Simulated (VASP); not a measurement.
# NaI (Fm-3m) in VASP: further runs

The runs below take NaI through single point, with r2SCAN.

All numbers are computed with VASP 6.6.1; they aren't measurements. Logs are shortened: lines on timing, memory, paths and dates and some standing lists are left out, and cuts for length are marked.

## 1. The cell of the first run

Symmetry: Fm-3m, No. 225, cubic system. Conventional cell: a = 6.531 Å, b = 6.531 Å, c = 6.531 Å, α = 90.00°, β = 90.00°, γ = 90.00°. Na (site symmetry m-3m) has 6 I at 3.27 Å within 4.3 Å. I (site symmetry m-3m) has 6 Na at 3.27 Å within 4.3 Å.

## 2. Single point, r2SCAN (34.82 Å³/atom)

File POSCAR:

```
NaI
1.0
    0.0000000000      3.2654066686      3.2654066686
    3.2654066686      0.0000000000      3.2654066686
    3.2654066686      3.2654066686      0.0000000000
Na I
1 1
Direct
    0.0000000000      0.0000000000      0.0000000000
    0.5000000000      0.5000000000      0.5000000000
```

File INCAR.step1:

```
  ALGO = Normal
  EDIFF = 1E-4
  ENCUT = 520
  GGA = PE
  ISMEAR = 0
  LASPH = T
  LCHARG = F
  LREAL = F
  LWAVE = T
  NBANDS = 14
  NELM = 80
  PREC = Accurate
  SIGMA = 0.02
```

File INCAR.step2:

```
  ALGO = Normal
  EDIFF = 1E-6
  ENCUT = 520
  ISIF = 2
  ISMEAR = 0
  ISTART = 1
  LASPH = T
  LCHARG = T
  LELF = T
  LMIXTAU = T
  LREAL = F
  LVHAR = T
  LWAVE = F
  METAGGA = R2SCAN
  NBANDS = 14
  NELM = 80
  PREC = Accurate
  SIGMA = 0.02
```

File KPOINTS:

```
k-points
0
Gamma
  6 6 6
```

Potentials or basis: VASP PAW PBE potentials, release 64 (Na_pv, I).

Launch:

```bash
$ cat potpaw_PBE.64/Na_pv/POTCAR potpaw_PBE.64/I/POTCAR > POTCAR
$ cp INCAR.step1 INCAR
$ mpirun -np 1 vasp_std > vasp.out
$ cp INCAR.step2 INCAR
$ mpirun -np 1 vasp_std > vasp.out
```

OUTCAR:

```text
EDIFF = 1E-6
   ENCUT = 520
   ISIF = 2
   ISMEAR = 0
   ISTART = 1
   LASPH = T
   LREAL = F
   METAGGA = R2SCAN
   NELM = 80
   PREC = Accurate

 ion  position               nearest neighbor table
   1  0.000  0.000  0.000-
   2  0.500  0.500  0.500-

  LATTYP: Found a face centered cubic cell.
 ALAT       =     6.5308133372

  Lattice vectors:

 A1 = (   0.0000000000,   3.2654066686,   3.2654066686)
 A2 = (   3.2654066686,   0.0000000000,   3.2654066686)
 A3 = (   3.2654066686,   3.2654066686,   0.0000000000)

Analysis of symmetry for initial positions (statically):
=====================================================================
 Subroutine PRICEL returns:
 Original cell was already a primitive cell.

 Routine SETGRP: Setting up the symmetry group for a
 face centered cubic supercell.

 Subroutine GETGRP returns: Found 48 space group operations
 (whereof 48 operations were pure point group operations)
 out of a pool of 48 trial point group operations.

The static configuration has the point symmetry O_h .

Analysis of symmetry for dynamics (positions and initial velocities):
=====================================================================
 Subroutine PRICEL returns:
 Original cell was already a primitive cell.

 Routine SETGRP: Setting up the symmetry group for a
 face centered cubic supercell.

 Subroutine GETGRP returns: Found 48 space group operations
 (whereof 48 operations were pure point group operations)
 out of a pool of 48 trial point group operations.

The dynamic configuration has the point symmetry O_h .

 Subroutine INISYM returns: Found 48 space group operations
 (whereof 48 operations are pure point group operations),
 and found     1 'primitive' translations

----------------------------------------------------------------------------------------

                                     Primitive cell

  volume of cell :      69.6373

  direct lattice vectors                    reciprocal lattice vectors
     0.000000000  3.265406669  3.265406669    -0.153120285  0.153120285  0.153120285
     3.265406669  0.000000000  3.265406669     0.153120285 -0.153120285  0.153120285
     3.265406669  3.265406669  0.000000000     0.153120285  0.153120285 -0.153120285

  length of vectors
     4.617982397  4.617982397  4.617982397     0.265212113  0.265212113  0.265212113

  position of ions in fractional coordinates (direct lattice)
     0.000000000  0.000000000  0.000000000
[... 78 lines left out ...]
   TEBEG  =    0.0;   TEEND  =   0.0 temperature during run
   PSTRESS=    0.0 pullay stress
   NELECT =      14.0000    total number of electrons
   NUPDOWN=      -1.0000    fix difference up-down
   EMIN   =  10.00;   EMAX   =-10.00  energy-range for DOS
   EFERMI =   0.00;   METHOD = LEGACY
   ISMEAR =     0;   SIGMA  =   0.02  broadening in eV -4-tet -1-fermi 0-gaus
   EFERMI_NEDOS =   21; number of points for ismear=-14 and -15
   IALGO  =     38    algorithm
   IMIX   =      4    mixing-type and parameters
     AMIX     =   0.40;   BMIX     =  1.00
     AMIX_MAG =   1.60;   BMIX_MAG =  1.00
  volume/ion in A,a.u.               =      34.82       234.97
  Fermi-wavevector in a.u.,A,eV,Ry     =   0.959040  1.812324 12.514074  0.919758
  Thomas-Fermi vector in A             =   2.088201
   LORBIT       =      0    0 simple, 1 ext, 2 COOP (PROOUT), +10 PAW based schemes
   METAGGA = R2SCAN    functional components
   LHFCALC =     F    Hartree Fock is set to
   AEXX    =    0.0000 exact exchange contribution
   IVDW    =     0    specifies the selected vdW correction
   LEPSILON=     F    determine dielectric tensor
   LRPA    =     F    only Hartree local field effects (RPA)
 non-spin polarized calculation
 Gauss-broadening in eV      SIGMA  =   0.02
  energy-cutoff  :      520.00
  volume of cell :       69.64
 maximum number of plane-waves:      1895
 NGX is ok and might be reduce to    36
   NGX = 17   NGY = 17   NGZ = 17

 number of electron      13.9999993 magnetization

 Free energy of the ion-electron system (eV)
  ---------------------------------------------------
  ext. energy  EPLUGINS =         0.00000000
  ---------------------------------------------------
  free energy    TOTEN  =       -31.08090483 eV

  energy without entropy =      -31.08090483  energy(sigma->0) =      -31.08090483

 E-fermi :   0.4170     XC(G=0):  -7.9546

 val. band max:        0.2969497943   @ k =   0.0000   0.0000   0.0000
 cond. band min:       4.6553289021   @ k =   0.0000   0.0000   0.0000
 fundamental gap:      4.3583791077
 Fermi energy:         0.4169961169

 k-point     1 :       0.0000    0.0000    0.0000
  band No.  band energies     occupation
      1     -22.9841      2.00000
      2     -22.9838      2.00000
      3     -22.9838      2.00000
      4     -10.9796      2.00000
      5       0.2969      2.00000
      6       0.2969      2.00000
      7       0.2969      2.00000
      8       4.6553      0.00000
      9       8.7707      0.00000
     10       8.7707      0.00000
     11       8.7707      0.00000
     12      10.5806      0.00000
     13      10.5806      0.00000
     14      11.3805      0.00000
[... 241 lines left out ...]
      1     -22.9867      2.00000
      2     -22.9857      2.00000
      3     -22.9853      2.00000
      4     -10.5883      2.00000
      5      -1.3210      2.00000
      6      -0.7711      2.00000
      7      -0.5467      2.00000
      8       6.3452      0.00000
      9       7.3139      0.00000
     10       9.4373      0.00000
     11       9.5962      0.00000
     12      12.7188      0.00000
     13      13.5090      0.00000
     14      13.5382      0.00000

------------------------ aborting loop because EDIFF is reached ----------------------------------------

  FORCE on cell =-STRESS in cart. coord.  units (eV):
  Direction    XX          YY          ZZ          XY          YZ          ZX
  --------------------------------------------------------------------------------------
  -------------------------------------------------------------------------------------
  Total       -0.2479263     -0.2479263     -0.2479263     -0.0000000      0.0000000     -0.0000000
  in kB       -5.7041548     -5.7041548     -5.7041548     -0.0000000      0.0000000     -0.0000000
  external PRESSURE =      -5.7041548 kB  Pullay stress =       0.0000000 kB

 VOLUME and BASIS-vectors are now :
 -----------------------------------------------------------------------------
  energy-cutoff  :      520.00
  volume of cell :       69.64
      direct lattice vectors                 reciprocal lattice vectors
     0.000000000  3.265406669  3.265406669    -0.153120285  0.153120285  0.153120285
     3.265406669  0.000000000  3.265406669     0.153120285 -0.153120285  0.153120285
     3.265406669  3.265406669  0.000000000     0.153120285  0.153120285 -0.153120285

 POSITION                                       TOTAL-FORCE (eV/Angst)
 -----------------------------------------------------------------------------------
      0.00000      0.00000      0.00000        -0.000000      0.000000     -0.000000
      3.26541      3.26541      3.26541         0.000000     -0.000000      0.000000
 -----------------------------------------------------------------------------------
    total drift:                                0.000000      0.000000      0.000000

  FREE ENERGIE OF THE ION-ELECTRON SYSTEM (eV)
  ---------------------------------------------------
  free  energy   TOTEN  =       -31.0809048258 eV

  energy  without entropy=      -31.0809048258  energy(sigma->0) =      -31.08090483
```

OSZICAR.step1:

```text
N       E                     dE             d eps       ncg     rms          rms(c)
DAV:   1     0.848976162962E+02    0.84898E+02   -0.64459E+03   448   0.875E+02
DAV:   2     0.165754529969E+01   -0.83240E+02   -0.77355E+02   478   0.228E+02
DAV:   3    -0.527753578648E+01   -0.69351E+01   -0.68710E+01   592   0.622E+01
DAV:   4    -0.545391776686E+01   -0.17638E+00   -0.17633E+00   542   0.996E+00
DAV:   5    -0.545908121820E+01   -0.51635E-02   -0.51634E-02   608   0.173E+00    0.160E+00
DAV:   6    -0.539447069211E+01    0.64611E-01   -0.75490E-02   544   0.157E+00    0.108E+00
DAV:   7    -0.538525983130E+01    0.92109E-02   -0.67848E-02   586   0.132E+00    0.615E-01
DAV:   8    -0.538746776059E+01   -0.22079E-02   -0.56374E-03   520   0.587E-01    0.178E-01
DAV:   9    -0.538742587777E+01    0.41883E-04   -0.20524E-04   550   0.123E-01
   1 F= -.53874259E+01 E0= -.53874259E+01  d E =-.269751E-17
```

Run time: 3.1 min. Hardware: 1 thread of AMD EPYC 7R13, shared host; peak memory 0.18 GiB.

What came out:

```
Free energy            : -31.0809 eV
Pressure               : -0.6 GPa
Band gap on the k mesh : 4.36 eV
```

Levels at points of the mesh, in eV from the valence-band top:
| k point | band 3 | band 4 | band 5 | band 6 | band 7 | band 8 | band 9 | band 10 | band 11 | band 12 |
| --- | --- | --- | --- | --- | --- | --- | --- | --- | --- | --- |
| (0.00, 0.00, 0.00) | -23.28 | -11.28 | 0.00 | 0.00 | 0.00 | 4.36 | 8.47 | 8.47 | 8.47 | 10.28 |
| (0.50, 0.00, 0.00) | -23.28 | -10.97 | -2.09 | -0.28 | -0.28 | 5.68 | 8.05 | 8.05 | 9.57 | 10.99 |
| (0.50, 0.50, 0.00) | -23.28 | -10.89 | -1.85 | -0.72 | -0.72 | 5.21 | 6.07 | 10.55 | 12.09 | 12.12 |

Caveat: the PAW data sets were made with another functional, which shifts forces and pressure a little; spin-orbit coupling is left out, which moves the levels of the heavy elements. r2SCAN opens gaps a little over a GGA but as a rule still falls short of measured ones.

[end of part 1 of 2]
